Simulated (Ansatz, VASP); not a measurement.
# Al in VASP and in Ansatz

```xyz
1
Lattice="0.0000 2.0248 2.0248 2.0248 0.0000 2.0248 2.0248 2.0248 0.0000" Properties=species:S:1:pos:R:3 pbc="T T T"
Al    0.0000    0.0000    0.0000
```

Alike in both runs: task relaxation of cell and atoms; functional PBEsol; k mesh 14 × 14 × 14; occupations fermi-dirac, width 0.08 eV; no spin polarisation.

|  | VASP | Ansatz |
| --- | --- | --- |
| version | VASP 6.6.1 | Ansatz 0.2.0 |
| potentials or method | VASP PAW PBE potentials, release 64 (Al) | PAW with Ansatz's default frozen-core files, scalar-relativistic |
| plane-wave cutoff (eV) | 600 | 420 |
| valence electrons in the cell | 3 | 3 |

```csv
,VASP,Ansatz,Ansatz less VASP
relaxed volume (Å³/atom),16.16,16.16,-0.005
relaxed cell length with the largest relative difference (Å),2.838,2.838,-0.0003
```

VASP's potentials were made for PBE, not for PBEsol.
